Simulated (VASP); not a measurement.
Here is a VASP 6.6.1 calculation.

File INCAR:

```
PREC = Accurate
ENCUT = 520
EDIFF = 1E-6
ISMEAR = 0
SIGMA = 0.05
LREAL = False
LASPH = True
NELM = 100
ALGO = Normal
ISIF = 2
LWAVE = False
LCHARG = False
GGA = PE
NBANDS = 35
```

File KPOINTS:

```
Automatic mesh
0
Gamma
  6 6 10
```

The input POSCAR:

```
SnO2
1.0
    4.8275742947      0.0000000000      0.0000000000
    0.0000000000      4.8275742947      0.0000000000
    0.0000000000      0.0000000000      3.2381011166
Sn O
2 4
Direct
    0.0000000000      0.0000000000      0.0000000000
    0.5000000000      0.5000000000      0.5000000000
    0.3065775573      0.3065775573      0.0000000000
    0.8065775573      0.2099939122      0.5000000000
    0.1934224427      0.8065775573      0.5000000000
    0.6934224427      0.6934224427      0.0000000000
```

Potentials or basis: VASP PAW PBE potentials, release 64 (Sn_d, O).

Run with:

```bash
$ cat potpaw_PBE.64/Sn_d/POTCAR potpaw_PBE.64/O/POTCAR > POTCAR
$ mpirun -np 1 vasp_std > vasp.out
```

(1) What does it give for the band gap on the k mesh?

(2) What does it give for the largest force?

(3) Predict the pressure.

## Answers

(1) 0.62 eV, direct.

(2) 1.200 eV/Å.

(3) 0.4 GPa.

Caveat: the cell differs from its parent crystal (atom 4 (O) moved 0.08 Å along y); spin-orbit coupling is left out, which moves the levels of the heavy elements; forces of over 1 eV/Å act on the atoms, so gaps and moduli don't describe the material at rest.
